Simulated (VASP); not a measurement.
# LiSi8O16 (a cell with a defect) in VASP: further runs

Runs on LiSi8O16 (a cell with a defect). Level: PBE. Tasks: single point.

Everything below comes from runs of VASP 6.6.1. Logs are shortened: lines on timing, memory, paths and dates and some standing lists are left out, and cuts for length are marked.

### 1 The cell of the first run

The cell holds a defect, 25 atoms: a = 5.846 Å, b = 5.846 Å, c = 5.303 Å, α = 90.00°, β = 90.00°, γ = 90.00°.

### 2 Single point, PBE

INCAR

```
ALGO     = Normal         # electronic algorithm
EDIFF    = 1E-6           # SCF threshold, eV
ENCUT    = 520            # plane-wave cutoff, eV
GGA      = PE             # functional
ISIF     = 2              # what is computed and relaxed
ISMEAR   = 0              # smearing method
LASPH    = True           # aspherical terms in the spheres
LCHARG   = False          # write CHGCAR
LREAL    = Auto         
LWAVE    = False          # write WAVECAR
NBANDS   = 84             # bands
NELECT   = 130.0        
NELM     = 60             # most SCF steps
PREC     = Accurate       # precision mode
SIGMA    = 0.02           # smearing width, eV
```

KPOINTS

```
k-points
0
Gamma
  2 2 2
```

POSCAR

```
LiSi8O16
1.0
   -4.1337000000     -4.1337000000      0.0000000000
    4.1337000000     -4.1337000000      0.0000000000
    0.0000000000      0.0000000000      5.3034000000
Si O Li
8 16 1
Direct
    0.5059297326      0.5033710390      0.0084431080
    0.0054291466      0.4976518420      0.2549666987
    0.5059308311      0.5033764866      0.5014697092
   -0.0162834489      0.5147191051      0.7549598844
   -0.0056901205     -0.0026115297      0.0084472369
    0.4948085034      0.0031010435      0.2549659970
   -0.0056939253     -0.0026248817      0.5014723080
    0.5165248901     -0.0139625150      0.7549572239
    0.1961899150      0.4877601451     -0.0036296882
   -0.0051744655      0.1946480567      0.2549600761
    0.8051729213      0.5127415608      0.0112092993
    0.0158568661      0.8023350448      0.2549618641
    0.1962011008      0.4877605744      0.5135627424
   -0.0300233132      0.1955960070      0.7549637650
    0.8051746972      0.5127336817      0.4987085906
    0.0026181981      0.8077205368      0.7549658774
    0.6950634015     -0.0119937776      0.0112090554
    0.4843815345      0.6984233912      0.2549603437
    0.3040550715      0.0130045275     -0.0036248972
    0.5054041656      0.3061056515      0.2549547854
    0.6950642113     -0.0119849145      0.4987045516
    0.4976145644      0.6930363171      0.7549622015
    0.3040399147      0.0129994984      0.5135539580
    0.5302721345      0.3051661757      0.7549608684
    0.2501158734      0.2503948335      0.7549664403
```

Potentials or basis: VASP PAW PBE potentials, release 64 (Si, O, Li_sv).

Command:

```bash
> cat potpaw_PBE.64/Si/POTCAR potpaw_PBE.64/O/POTCAR potpaw_PBE.64/Li_sv/POTCAR > POTCAR
> mpirun -np 1 vasp_std > vasp.out
```

OUTCAR:

```text
EDIFF = 1E-6
   ENCUT = 520
   GGA = PE
   ISIF = 2
   ISMEAR = 0
   LASPH = True
   LREAL = Auto
   NELECT = 130.0
   NELM = 60
   PREC = Accurate

 ion  position               nearest neighbor table
   1  0.506  0.503  0.008-  18 1.74  22 1.74  20 1.74  11 1.75  24 1.78   9 1.81  25 2.50   3 2.61
                             3 2.69   4 3.10   8 3.13
   2  0.005  0.498  0.255-  15 1.75  11 1.75   9 1.77  13 1.77  10 1.77  12 1.78   4 2.66   4 2.66

   3  0.506  0.503  0.501-  18 1.74  22 1.74  20 1.74  15 1.75  24 1.78  13 1.81  25 2.50   1 2.61
                             1 2.69   4 3.10   8 3.13
   4  0.984  0.515  0.755-  11 1.71  15 1.71  16 1.72  13 1.79   9 1.79  14 1.87  25 2.19   2 2.66
                             2 2.66   1 3.10   3 3.10   7 3.13   5 3.13
   5  0.994  0.997  0.008-  12 1.74  16 1.74  10 1.74  17 1.75  14 1.78  19 1.81  25 2.50   7 2.61
                             7 2.69   8 3.10   4 3.13
   6  0.495  0.003  0.255-  21 1.75  17 1.75  19 1.77  23 1.77  20 1.77  18 1.78   8 2.66   8 2.66

   7  0.994  0.997  0.501-  12 1.74  16 1.74  10 1.74  21 1.75  14 1.78  23 1.81  25 2.50   5 2.61
                             5 2.69   8 3.10   4 3.13
   8  0.517  0.986  0.755-  17 1.71  21 1.71  22 1.72  19 1.79  23 1.79  24 1.87  25 2.19   6 2.66
                             6 2.66   7 3.10   5 3.10   3 3.13   1 3.13
   9  0.196  0.488  0.996-   2 1.77   4 1.79   1 1.81  25 1.91
  10  0.995  0.195  0.255-   5 1.74   7 1.74   2 1.77
  11  0.805  0.513  0.011-   4 1.71   2 1.75   1 1.75
  12  0.016  0.802  0.255-   7 1.74   5 1.74   2 1.78
  13  0.196  0.488  0.514-   2 1.77   4 1.79   3 1.81  25 1.91
  14  0.970  0.196  0.755-  25 1.67   5 1.78   7 1.78   4 1.87
  15  0.805  0.513  0.499-   4 1.71   2 1.75   3 1.75
  16  0.003  0.808  0.755-   4 1.72   5 1.74   7 1.74
  17  0.695  0.988  0.011-   8 1.71   6 1.75   5 1.75
  18  0.484  0.698  0.255-   3 1.74   1 1.74   6 1.78
  19  0.304  0.013  0.996-   6 1.77   8 1.79   5 1.81  25 1.91
  20  0.505  0.306  0.255-   1 1.74   3 1.74   6 1.77
  21  0.695  0.988  0.499-   8 1.71   6 1.75   7 1.75
  22  0.498  0.693  0.755-   8 1.72   1 1.74   3 1.74
  23  0.304  0.013  0.514-   6 1.77   8 1.79   7 1.81  25 1.91
  24  0.530  0.305  0.755-  25 1.67   1 1.78   3 1.78   8 1.87
  25  0.250  0.250  0.755-  14 1.67  24 1.67  13 1.91   9 1.91  19 1.91  23 1.91   4 2.19   8 2.19
                             1 2.50   3 2.50   5 2.50   7 2.50

  LATTYP: Found a simple tetragonal cell.
 ALAT       =     5.8459346028
 C/A-ratio  =     0.9071945481

  Lattice vectors:

 A1 = (  -4.1337000000,  -4.1337000000,   0.0000000000)
 A2 = (   4.1337000000,  -4.1337000000,   0.0000000000)
 A3 = (   0.0000000000,   0.0000000000,   5.3034000000)

Analysis of symmetry for initial positions (statically):
=====================================================================
 Subroutine PRICEL returns:
 Original cell was already a primitive cell.

 Routine SETGRP: Setting up the symmetry group for a
 simple tetragonal supercell.

 Subroutine GETGRP returns: Found  1 space group operations
 (whereof  1 operations were pure point group operations)
 out of a pool of 16 trial point group operations.

The static configuration has the point symmetry C_1 .

Analysis of symmetry for dynamics (positions and initial velocities):
=====================================================================
 Subroutine PRICEL returns:
 Original cell was already a primitive cell.

 Routine SETGRP: Setting up the symmetry group for a
 simple tetragonal supercell.

 Subroutine GETGRP returns: Found  1 space group operations
 (whereof  1 operations were pure point group operations)
 out of a pool of 16 trial point group operations.

The dynamic configuration has the point symmetry C_1 .

 Subroutine INISYM returns: Found  1 space group operations
 (whereof  1 operations are pure point group operations),
 and found     1 'primitive' translations

----------------------------------------------------------------------------------------

[... 50 lines left out ...]
   PSTRESS=    0.0 pullay stress
   NELECT =     130.0000    total number of electrons
   NUPDOWN=      -1.0000    fix difference up-down
   EMIN   =  10.00;   EMAX   =-10.00  energy-range for DOS
   EFERMI =   0.00;   METHOD = LEGACY
   ISMEAR =     0;   SIGMA  =   0.02  broadening in eV -4-tet -1-fermi 0-gaus
   EFERMI_NEDOS =   21; number of points for ismear=-14 and -15
   IALGO  =     38    algorithm
   IMIX   =      4    mixing-type and parameters
     AMIX     =   0.40;   BMIX     =  1.00
     AMIX_MAG =   1.60;   BMIX_MAG =  1.00
  volume/ion in A,a.u.               =       7.25        48.92
  Fermi-wavevector in a.u.,A,eV,Ry     =   1.465442  2.769283 29.218771  2.147519
  Thomas-Fermi vector in A             =   2.581298
   LORBIT       =      0    0 simple, 1 ext, 2 COOP (PROOUT), +10 PAW based schemes
   GGA     = PE    functional components
   LHFCALC =     F    Hartree Fock is set to
   AEXX    =    0.0000 exact exchange contribution
   IVDW    =     0    specifies the selected vdW correction
   LEPSILON=     F    determine dielectric tensor
   LRPA    =     F    only Hartree local field effects (RPA)
 non-spin polarized calculation
 Gauss-broadening in eV      SIGMA  =   0.02
  energy-cutoff  :      520.00
  volume of cell :      181.24
 maximum number of plane-waves:      4912
 NGX is ok and might be reduce to    48
   NGX = 21   NGY = 21   NGZ = 19

 number of electron     130.0000011 magnetization

 Free energy of the ion-electron system (eV)
  ---------------------------------------------------
  ext. energy  EPLUGINS =         0.00000000
  ---------------------------------------------------
  free energy    TOTEN  =      -196.25797582 eV

  energy without entropy =     -196.25797582  energy(sigma->0) =     -196.25797582

 E-fermi :   8.9816     XC(G=0): -12.4975

 val. band max:        8.7396590759   @ k =   0.0000   0.0000   0.0000
 cond. band min:      14.8656502944   @ k =   0.0000   0.0000   0.0000
 fundamental gap:      6.1259912185
 Fermi energy:         8.9815505843

 k-point     1 :       0.0000    0.0000    0.0000
  band No.  band energies     occupation
      1     -34.7514      2.00000
      2     -13.9235      2.00000
      3     -12.1378      2.00000
      4     -12.1132      2.00000
      5     -11.1991      2.00000
      6     -11.1797      2.00000
[... 629 lines left out ...]
     76      19.4701      0.00000
     77      19.5172      0.00000
 [bands above 77 left out]

------------------------ aborting loop because EDIFF is reached ----------------------------------------

  FORCE on cell =-STRESS in cart. coord.  units (eV):
  Direction    XX          YY          ZZ          XY          YZ          ZX
  --------------------------------------------------------------------------------------
  -------------------------------------------------------------------------------------
  Total       13.8203727     22.5324282     13.8523115      2.9221698     -0.0004818     -0.0009758
  in kB      122.1709769    199.1848439    122.4533138     25.8317448     -0.0042593     -0.0086260
  external PRESSURE =     147.9363782 kB  Pullay stress =       0.0000000 kB

 VOLUME and BASIS-vectors are now :
 -----------------------------------------------------------------------------
  energy-cutoff  :      520.00
  volume of cell :      181.24
      direct lattice vectors                 reciprocal lattice vectors
    -4.133700000 -4.133700000  0.000000000    -0.120957012 -0.120957012  0.000000000
     4.133700000 -4.133700000  0.000000000     0.120957012 -0.120957012  0.000000000
     0.000000000  0.000000000  5.303400000     0.000000000  0.000000000  0.188558283

 POSITION                                       TOTAL-FORCE (eV/Angst)
 -----------------------------------------------------------------------------------
     -0.01058     -4.17215      0.04478        -0.001611     -0.009635     -0.002548
      2.03470     -2.07959      1.35219         0.004726     -0.001406     -0.000965
     -0.01056     -4.17217      2.65949        -0.002499     -0.010997      0.003653
     -1.93869     -6.19408      4.00385         0.012790      0.003710      0.002001
      0.01273     -8.23308      0.04480         0.001548      0.010935     -0.002653
     -2.03257     -2.05821      1.35219        -0.004259      0.001878     -0.000428
[... 17 lines left out ...]
     -0.93052     -3.45345      4.00386        -0.053662     -0.059493      0.001737
      0.00115     -2.06896      4.00389        -0.000497     -0.004365     -0.000343
 -----------------------------------------------------------------------------------
    total drift:                               -0.003323     -0.000250      0.023106

  FREE ENERGIE OF THE ION-ELECTRON SYSTEM (eV)
  ---------------------------------------------------
  free  energy   TOTEN  =      -196.2579758204 eV

  energy  without entropy=     -196.2579758204  energy(sigma->0) =     -196.25797582
```

Run time: 4.3 min. Hardware: 1 thread of Oxide Virtual Turin-like, shared host; peak memory 0.29 GiB.

What came out:

```
Free energy   : -196.2580 eV
Largest force : 0.081 eV/Å
```

Forces on the atoms (eV/Å):
```
Si  -0.002 -0.010 -0.003
Si   0.005 -0.001 -0.001
Si  -0.002 -0.011  0.004
Si   0.013  0.004  0.002
Si   0.002  0.011 -0.003
Si  -0.004  0.002  0.000
Si   0.002  0.009  0.003
Si  -0.011 -0.003  0.002
O   -0.009 -0.009  0.003
O    0.013 -0.020  0.001
O    0.008  0.011  0.007
O   -0.016  0.016  0.002
O   -0.007 -0.003 -0.004
O    0.054  0.061  0.002
O    0.008  0.012 -0.007
O    0.005 -0.004 -0.004
O   -0.008 -0.011  0.007
O    0.014 -0.013  0.002
O    0.010  0.009  0.003
O   -0.012  0.019 -0.001
O   -0.009 -0.012 -0.005
O   -0.004  0.003 -0.005
O    0.008  0.005 -0.004
O   -0.054 -0.059  0.002
Li   0.000 -0.004  0.000
```

Caveat: the k points lie up to 0.59 Å⁻¹ apart; the cell carries a net charge on a neutralising background, which shifts energy and pressure; the cell is charged against a uniform background, so pressure and absolute levels hang on convention; the cutoff is under 1.25 times the usual one of these potentials, so pressure, stress and relaxed cells hold a basis-set (Pulay) error.

### 3 Single point, PBE

INCAR

```
PREC = Accurate
ENCUT = 520
EDIFF = 1E-6
ISMEAR = 0
SIGMA = 0.02
LREAL = Auto
LASPH = T
NELM = 100
ALGO = Normal
ISIF = 2
LWAVE = F
LCHARG = F
GGA = PE
NBANDS = 84
NELECT = 130.0
```

KPOINTS

```
regular mesh
0
Gamma
  2 2 2
```

POSCAR

```
LiSi8O16
1.0
   -4.1337000000     -4.1337000000      0.0000000000
    4.1337000000     -4.1337000000      0.0000000000
    0.0000000000      0.0000000000      5.3034000000
Si O Li
8 16 1
Direct
    0.4976813636      0.4948615760      0.0047385467
   -0.0025763112      0.5059953089      0.2512503947
    0.5147540929      0.5165861348      0.5047388501
   -0.0025728403      0.5059922519      0.7582261949
    0.0031460008      0.0054998132      0.0047388259
    0.5034026468     -0.0056330260      0.2512503976
   -0.0139285859     -0.0162252311      0.5047388245
    0.5033984007     -0.0056317882      0.7582259951
    0.1946937243      0.5054765849      0.0047395707
    0.0130507660      0.1962588606      0.2633383787
    0.8023630639      0.4844353955      0.0047374160
   -0.0119595203      0.8052303064      0.2484840519
    0.1956426944      0.5303304185      0.5047380864
    0.0130518905      0.1962590096      0.7461375115
    0.8077686566      0.4976721497      0.5047403249
   -0.0119542941      0.8052306217      0.7609950751
    0.6984641722      0.0159272510      0.0047371695
    0.5127882512      0.6951309500      0.2484835975
    0.3061327923     -0.0051164859      0.0047396517
    0.4877757282      0.3041024682      0.2633388430
    0.6930564374      0.0026898897      0.5047403066
    0.5127839588      0.6951310768      0.7609942936
    0.3051828965     -0.0299689618      0.5047374064
    0.4877738165      0.3041032911      0.7461378335
    0.2504110479      0.2501806545      0.5047280735
```

Potentials or basis: VASP PAW PBE potentials, release 64 (Si, O, Li_sv).

Command:

```bash
> cat potpaw_PBE.64/Si/POTCAR potpaw_PBE.64/O/POTCAR potpaw_PBE.64/Li_sv/POTCAR > POTCAR
> mpirun -np 1 vasp_std > vasp.out
```

It took 3.9 min on 1 thread of Oxide Virtual Turin-like, shared host; peak memory 0.29 GiB.

Results (log left out):

- Free energy: -196.2580 eV
- Largest force: 0.083 eV/Å

Forces in eV/Å, atoms in the order of the input:
```
Si  -0.002 -0.007  0.001
Si   0.011 -0.002  0.003
Si   0.003 -0.013  0.001
Si   0.011  0.000 -0.003
Si   0.002  0.007  0.001
Si  -0.011  0.002  0.003
Si  -0.003  0.013  0.001
Si  -0.011  0.000 -0.003
O   -0.019 -0.011  0.000
O    0.006 -0.007 -0.005
O    0.013  0.014  0.002
O   -0.011  0.007 -0.007
O    0.063 -0.054  0.001
O    0.009 -0.007  0.006
O   -0.003 -0.002 -0.003
O   -0.010  0.007  0.007
O   -0.013 -0.014  0.002
O    0.011 -0.007 -0.007
O    0.019  0.011  0.000
O   -0.006  0.007 -0.005
O    0.003  0.002 -0.003
O    0.010 -0.007  0.007
O   -0.063  0.054  0.001
O   -0.009  0.007  0.006
Li   0.000  0.000 -0.002
```

Levels at points of the mesh, in eV from the Fermi level:
| k point | band 63 | band 64 | band 65 | band 66 | band 67 | band 68 |
| --- | --- | --- | --- | --- | --- | --- |
| (0.00, 0.00, 0.00) | -0.94 | -0.81 | -0.09 | 6.04 | 6.84 | 7.35 |
| (0.50, 0.00, 0.00) | -1.41 | -0.93 | -0.86 | 7.12 | 7.16 | 7.74 |
| (0.00, 0.50, 0.00) | -1.38 | -0.93 | -0.80 | 6.90 | 7.03 | 7.80 |
| (0.50, 0.50, 0.00) | -1.22 | -0.93 | -0.84 | 7.64 | 7.82 | 8.21 |
| (0.00, 0.00, 0.50) | -1.42 | -0.97 | -0.86 | 7.75 | 7.88 | 8.30 |
| (0.50, 0.00, 0.50) | -0.99 | -0.94 | -0.91 | 8.14 | 8.24 | 8.29 |
| (0.00, 0.50, 0.50) | -1.06 | -1.04 | -0.77 | 7.99 | 8.17 | 8.18 |
| (0.50, 0.50, 0.50) | -1.34 | -1.28 | -1.21 | 8.92 | 9.08 | 9.32 |

Caveat: the k points lie up to 0.59 Å⁻¹ apart; the cell carries a net charge on a neutralising background, which shifts energy and pressure; the cell is charged against a uniform background, so pressure and absolute levels hang on convention; the cutoff is under 1.25 times the usual one of these potentials, so pressure, stress and relaxed cells hold a basis-set (Pulay) error.

### 4 Single point, PBE

INCAR

```
ALGO = Normal
EDIFF = 1E-6
ENCUT = 520
GGA = PE
ISIF = 2
ISMEAR = 0
LASPH = T
LCHARG = F
LREAL = Auto
LWAVE = F
NBANDS = 84
NELECT = 130.0
NELM = 100
PREC = Accurate
SIGMA = 0.02
```

KPOINTS

```
k-points
0
Gamma
  2 2 2
```

POSCAR

```
LiSi8O16
1.0
   -4.1337000000     -4.1337000000      0.0000000000
    4.1337000000     -4.1337000000      0.0000000000
    0.0000000000      0.0000000000      5.3034000000
Si O Li
8 16 1
Direct
    0.5059297966      0.5033710719      0.0084430743
    0.0054291555      0.4976518615      0.2549666252
    0.5059308852      0.5033765150      0.5014696233
   -0.0162834749      0.5147190169      0.7549598371
   -0.0056901807     -0.0026115828      0.0084472225
    0.4948085251      0.0031010959      0.2549660595
   -0.0056939304     -0.0026247672      0.5014722631
    0.5165249050     -0.0139625517      0.7549571973
    0.1961898541      0.4877601181     -0.0036297470
   -0.0051744200      0.1946480151      0.2549600256
    0.8051729685      0.5127414907      0.0112092243
    0.0158568595      0.8023350751      0.2549619112
    0.1962011031      0.4877604809      0.5135628088
   -0.0300233447      0.1955960762      0.7549637968
    0.8051746619      0.5127337494      0.4987085643
    0.0026181145      0.8077205651      0.7549658710
    0.6950633815     -0.0119937344      0.0112090357
    0.4843815468      0.6984234463      0.2549604028
    0.3040550838      0.0130044512     -0.0036248444
    0.5054041174      0.3061056680      0.2549547460
    0.6950642282     -0.0119849046      0.4987046046
    0.4976146068      0.6930363839      0.7549622883
    0.3040399642      0.0129994920      0.5135539465
    0.5302720323      0.3051661949      0.7549607799
    0.2501158768      0.2503948037      0.7549664366
```

Command:

```bash
> cat potpaw_PBE.64/Si/POTCAR potpaw_PBE.64/O/POTCAR potpaw_PBE.64/Li_sv/POTCAR > POTCAR
> mpirun -np 1 vasp_std > vasp.out
```

It took 3.4 min on 1 thread of Oxide Virtual Turin-like, shared host; peak memory 0.29 GiB.

The run converged. Its results:

```yaml
Free_energy: -196.2580 eV
Largest_force: 0.081 eV/Å
```

Forces on the atoms (eV/Å):
```
Si  -0.002 -0.010 -0.003
Si   0.005 -0.001 -0.001
Si  -0.002 -0.011  0.004
Si   0.013  0.004  0.002
Si   0.002  0.011 -0.003
Si  -0.004  0.002  0.000
Si   0.002  0.009  0.003
Si  -0.011 -0.003  0.002
O   -0.009 -0.009  0.003
O    0.013 -0.020  0.001
O    0.008  0.011  0.007
O   -0.016  0.016  0.002
O   -0.007 -0.003 -0.004
O    0.054  0.061  0.002
O    0.008  0.012 -0.007
O    0.005 -0.004 -0.004
O   -0.008 -0.011  0.007
O    0.014 -0.013  0.002
O    0.010  0.009  0.003
O   -0.012  0.019 -0.001
O   -0.009 -0.012 -0.005
O   -0.004  0.003 -0.005
O    0.008  0.005 -0.004
O   -0.054 -0.060  0.002
Li   0.000 -0.004  0.000
```

Levels at points of the mesh, in eV from the Fermi level:
```csv
k point,band 62,band 63,band 64,band 65,band 66,band 67,band 68,band 69
"(0.00, 0.00, 0.00)",-1.76,-1.10,-0.96,-0.24,5.88,6.68,7.20,7.36
"(0.50, 0.00, 0.00)",-1.73,-1.54,-1.08,-0.95,6.75,6.88,7.65,7.76
"(0.00, 0.50, 0.00)",-1.64,-1.56,-1.09,-1.01,6.96,7.01,7.58,7.72
"(0.50, 0.50, 0.00)",-1.41,-1.37,-1.09,-1.00,7.49,7.67,8.06,8.06
"(0.00, 0.00, 0.50)",-1.61,-1.57,-1.12,-1.01,7.59,7.72,8.14,8.28
"(0.50, 0.00, 0.50)",-1.26,-1.22,-1.19,-0.92,7.83,8.02,8.03,8.16
"(0.00, 0.50, 0.50)",-1.24,-1.14,-1.09,-1.06,7.99,8.09,8.14,8.17
"(0.50, 0.50, 0.50)",-1.56,-1.50,-1.43,-1.36,8.77,8.92,9.16,9.18
```

Caveat: the k points lie up to 0.59 Å⁻¹ apart; the cell carries a net charge on a neutralising background, which shifts energy and pressure; the cell is charged against a uniform background, so pressure and absolute levels hang on convention; the cutoff is under 1.25 times the usual one of these potentials, so pressure, stress and relaxed cells hold a basis-set (Pulay) error.
